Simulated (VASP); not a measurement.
# Au (Fm-3m) in VASP: a series of runs, part 2 of 2

VASP 6.6.1. Earlier steps stand in the parts before.

### Step 4. Single point, BLYP+D4

This run uses another cell than the first one, of 17.89 Å³/atom, 1.041 times its volume.

INCAR reads:

```
PREC = Accurate ; ENCUT = 520
EDIFF = 1E-6 ; ISMEAR = -1
SIGMA = 0.05 ; LREAL = F
LASPH = T ; NELM = 100
ALGO = Normal ; ISIF = 2
LWAVE = F ; LCHARG = F
GGA = B5 ; ALDAX = 1.0
AGGAX = 1.0 ; AGGAC = 1.0
ALDAC = 0.0 ; IVDW = 13
VDW_S6 = 1.0 ; VDW_S8 = 2.34076671
VDW_A1 = 0.44488865 ; VDW_A2 = 4.0933009
NBANDS = 12
```

KPOINTS reads:

```
regular mesh
0
Gamma
  11 11 11
```

POSCAR reads:

```
Au
1.0
    0.0000000000      2.0758622791      2.0758622791
    2.0758622791      0.0000000000      2.0758622791
    2.0758622791      2.0758622791      0.0000000000
Au
1
Direct
    0.0000000000      0.0000000000      0.0000000000
```

Potentials or basis: VASP PAW PBE potentials, release 64 (Au).

Command:

```console
$ cat potpaw_PBE.64/Au/POTCAR > POTCAR
$ mpirun -np 1 vasp_std > vasp.out
```

OUTCAR:

```text
PREC = Accurate
   ENCUT = 520
   EDIFF = 1E-6
   ISMEAR = -1
   LREAL = F
   LASPH = T
   NELM = 100
   ISIF = 2
   GGA = B5
   IVDW = 13

 ion  position               nearest neighbor table
   1  0.000  0.000  0.000-

  LATTYP: Found a face centered cubic cell.
 ALAT       =     4.1517245582

  Lattice vectors:

 A1 = (   0.0000000000,   2.0758622791,   2.0758622791)
 A2 = (   2.0758622791,   0.0000000000,   2.0758622791)
 A3 = (   2.0758622791,   2.0758622791,   0.0000000000)

Analysis of symmetry for initial positions (statically):
=====================================================================
 Subroutine PRICEL returns:
 Original cell was already a primitive cell.

 Routine SETGRP: Setting up the symmetry group for a
 face centered cubic supercell.

 Subroutine GETGRP returns: Found 48 space group operations
[... 9 lines left out ...]

 Routine SETGRP: Setting up the symmetry group for a
 face centered cubic supercell.

 Subroutine GETGRP returns: Found 48 space group operations
[... 11 lines left out ...]
                                     Primitive cell

  volume of cell :      17.8906

  direct lattice vectors                    reciprocal lattice vectors
     0.000000000  2.075862279  2.075862279    -0.240863763  0.240863763  0.240863763
     2.075862279  0.000000000  2.075862279     0.240863763 -0.240863763  0.240863763
     2.075862279  2.075862279  0.000000000     0.240863763  0.240863763 -0.240863763

  length of vectors
     2.935712589  2.935712589  2.935712589     0.417188275  0.417188275  0.417188275

  position of ions in fractional coordinates (direct lattice)
     0.000000000  0.000000000  0.000000000

  ion indices of the primitive-cell ions
   primitive index   ion index
                 1           1

----------------------------------------------------------------------------------------

 KPOINTS: regular mesh

Automatic generation of k-mesh.
 Grid dimensions read from file:
 generate k-points for:   11   11   11
[... 89 lines left out ...]
   GGA     = B5    functional components
   LHFCALC =     F    Hartree Fock is set to
   AEXX    =    0.0000 exact exchange contribution
   IVDW    =    13    specifies the selected vdW correction
   LEPSILON=     F    determine dielectric tensor
   LRPA    =     F    only Hartree local field effects (RPA)
 non-spin polarized calculation
  energy-cutoff  :      520.00
  volume of cell :       17.89
 maximum number of plane-waves:       531
 NGX is ok and might be reduce to    24
   NGX = 11   NGY = 11   NGZ = 11

 number of electron      11.0000002 magnetization

 Free energy of the ion-electron system (eV)
  ---------------------------------------------------
  ext. energy  EPLUGINS =         0.00000000
  ---------------------------------------------------
  free energy    TOTEN  =        -2.40851061 eV

  energy without entropy =       -2.40789072  energy(sigma->0) =       -2.40820067

 E-fermi :   9.4308     XC(G=0): -11.7859

 val. band max:        9.2372890987   @ k =   0.4545   0.3636   0.0000
 cond. band min:       9.5944355589   @ k =  -0.2727   0.2727   0.0000
 fundamental gap:      0.3571464601
 Fermi energy:         9.4308258985

 k-point     1 :       0.0000    0.0000    0.0000
  band No.  band energies     occupation
      1      -0.0129      2.00000
      2       4.7687      2.00000
      3       4.7687      2.00000
      4       4.7687      2.00000
      5       6.1583      2.00000
      6       6.1583      2.00000
      7      24.1109      0.00000
      8      27.6415      0.00000
      9      27.6415      0.00000
     10      27.6415      0.00000
     11      32.9080      0.00000
     12      36.6403      0.00000
[... 331 lines left out ...]
 k-point    24 :      -0.1818    0.1818    0.0000
  band No.  band energies     occupation
      1       2.4434      2.00000
      2       4.2416      2.00000
      3       4.9807      2.00000
      4       5.5774      2.00000
      5       5.6173      2.00000
      6       7.2976      2.00000
      7      20.4283      0.00000
      8      22.3254      0.00000
      9      26.9490      0.00000
     10      28.4533      0.00000
     11      30.4798      0.00000
     12      33.1223      0.00000

 [... further k-points ...]

------------------------ aborting loop because EDIFF is reached ----------------------------------------

  DFT-D4 for vdW energy calculation

  Edisp (eV):   -1.24510

  FORCE on cell =-STRESS in cart. coord.  units (eV):
  Direction    XX          YY          ZZ          XY          YZ          ZX
  --------------------------------------------------------------------------------------
  -------------------------------------------------------------------------------------
  Total       0.07143     0.07143     0.07143    -0.00000     0.00000    -0.00000
  in kB       6.39689     6.39689     6.39689    -0.00000     0.00000    -0.00000
  external pressure =        6.40 kB  Pullay stress =        0.00 kB

 VOLUME and BASIS-vectors are now :
 -----------------------------------------------------------------------------
  energy-cutoff  :      520.00
  volume of cell :       17.89
      direct lattice vectors                 reciprocal lattice vectors
     0.000000000  2.075862279  2.075862279    -0.240863763  0.240863763  0.240863763
     2.075862279  0.000000000  2.075862279     0.240863763 -0.240863763  0.240863763
     2.075862279  2.075862279  0.000000000     0.240863763  0.240863763 -0.240863763

 POSITION                                       TOTAL-FORCE (eV/Angst)
 -----------------------------------------------------------------------------------
      0.00000      0.00000      0.00000         0.000000     -0.000000      0.000000
 -----------------------------------------------------------------------------------
    total drift:                               -0.000000      0.000000     -0.000000

  FREE ENERGIE OF THE ION-ELECTRON SYSTEM (eV)
  ---------------------------------------------------
  free  energy   TOTEN  =        -3.6536079971 eV

  energy  without entropy=       -3.6529881069  energy(sigma->0) =       -3.65329805
```

It took 9.3 s on 1 thread of Intel Xeon Platinum 8488C (Sapphire Rapids), shared host; peak memory 0.14 GiB.

Results:

```
Free energy                : -3.6536 eV
Pressure                   : 0.6 GPa
Dispersion energy per atom : -1.245 eV
```

Caveat: the PAW data sets were made with another functional, which shifts forces and pressure a little; spin-orbit coupling is left out, which moves the levels of the heavy elements; pairwise dispersion overbinds metals, which lowers pressure and volume.

### Step 5. Single point, LDA

This run uses another cell than the first one, of 17.53 Å³/atom, 1.020 times its volume.

INCAR reads:

```
PREC     = Accurate       # precision mode
ENCUT    = 520            # plane-wave cutoff, eV
EDIFF    = 1E-6           # SCF threshold, eV
ISMEAR   = -1             # smearing method
SIGMA    = 0.05           # smearing width, eV
LREAL    = False          # projectors in reciprocal space
LASPH    = True           # aspherical terms in the spheres
NELM     = 100            # most SCF steps
ALGO     = Normal         # electronic algorithm
ISIF     = 2              # what is computed and relaxed
LWAVE    = False          # write WAVECAR
LCHARG   = False          # write CHGCAR
GGA      = CA             # functional
NBANDS   = 12             # bands
```

KPOINTS reads:

```
Automatic mesh
0
Gamma
  11 11 11
```

POSCAR reads:

```
Au
1.0
    0.0000000000      2.0617793868      2.0617793868
    2.0617793868      0.0000000000      2.0617793868
    2.0617793868      2.0617793868      0.0000000000
Au
1
Direct
    0.0000000000      0.0000000000      0.0000000000
```

Potentials or basis: VASP PAW LDA potentials, release 64 (Au).

Command:

```console
$ cat potpaw_LDA.64/Au/POTCAR > POTCAR
$ mpirun -np 1 vasp_std > vasp.out
```

Wall time 5 s (1 thread of Intel Xeon Platinum 8488C (Sapphire Rapids), shared host); peak memory 0.14 GiB.

Results (log left out):

```
Free energy : -4.4285 eV
Pressure    : -8.9 GPa
```

Levels at points of the mesh, in eV from the Fermi level:
```tsv
k point	band 3	band 4	band 5	band 6	band 7	band 8	band 9	band 10
(0.00, 0.00, 0.00)	-4.60	-4.60	-3.14	-3.14	14.48	18.27	18.27	18.27
```

Caveat: spin-orbit coupling is left out, which moves the levels of the heavy elements.

### Step 6. Single point, LDA

This run uses another cell than the first one, of 17.87 Å³/atom, 1.039 times its volume.

INCAR reads:

```
  ALGO = Normal
  EDIFF = 1E-6
  ENCUT = 520
  GGA = CA
  ISIF = 2
  ISMEAR = -1
  LASPH = T
  LCHARG = F
  LREAL = F
  LWAVE = F
  NBANDS = 12
  NELM = 80
  PREC = Accurate
  SIGMA = 0.05
```

KPOINTS reads:

```
k-points
0
Gamma
  11 11 11
```

POSCAR reads:

```
Au
1.0
    0.0000000000      2.0749120936      2.0749120936
    2.0749120936      0.0000000000      2.0749120936
    2.0749120936      2.0749120936      0.0000000000
Au
1
Direct
    0.0000000000      0.0000000000      0.0000000000
```

Potentials or basis: VASP PAW LDA potentials, release 64 (Au).

Command:

```console
$ cat potpaw_LDA.64/Au/POTCAR > POTCAR
$ mpirun -np 1 vasp_std > vasp.out
```

Wall time 4.9 s (1 thread of Intel Xeon Platinum 8488C (Sapphire Rapids), shared host); peak memory 0.13 GiB.

It converged, with:

* Free energy: -4.4073 eV
* Pressure: -11.4 GPa

Levels at points of the mesh, in eV from the Fermi level:
| k point | band 2 | band 3 | band 4 | band 5 | band 6 | band 7 | band 8 | band 9 | band 10 | band 11 |
| --- | --- | --- | --- | --- | --- | --- | --- | --- | --- | --- |
| (0.00, 0.00, 0.00) | -4.52 | -4.52 | -4.52 | -3.11 | -3.11 | 14.48 | 18.16 | 18.16 | 18.16 | 23.04 |

Caveat: spin-orbit coupling is left out, which moves the levels of the heavy elements.

### Step 7. The runs side by side

| level | potentials or basis | cell | gap on the mesh (eV) | pressure (GPa) |
| --- | --- | --- | --- | --- |
| LDA | VASP PAW LDA potentials, release 64 (Au) | a = 2.897 Å, angles 60.0°, 1 atom | none | -6.0 |
| PBE+D4 | VASP PAW PBE potentials, release 64 (Au) | a = 2.904 Å, angles 60.0°, 1 atom | none | -0.3 |
| BLYP+D4 | VASP PAW PBE potentials, release 64 (Au) | a = 2.936 Å, angles 60.0°, 1 atom | none | 0.6 |
| LDA | VASP PAW LDA potentials, release 64 (Au) | a = 2.916 Å, angles 60.0°, 1 atom | none | -8.9 |
| LDA | VASP PAW LDA potentials, release 64 (Au) | a = 2.934 Å, angles 60.0°, 1 atom | none | -11.4 |

Alike in all rows: task single point; no spin polarisation; k mesh 11 × 11 × 11; cutoff (eV) 520; smearing fermi-dirac 0.05 eV.

Caveats: spin-orbit coupling is left out, which moves the levels of the heavy elements; pairwise dispersion overbinds metals, which lowers pressure and volume (some runs); the PAW data sets were made with another functional, which shifts forces and pressure a little (some runs).

Total energies depend on the potentials used, so only differences within one code and one set of settings carry meaning.
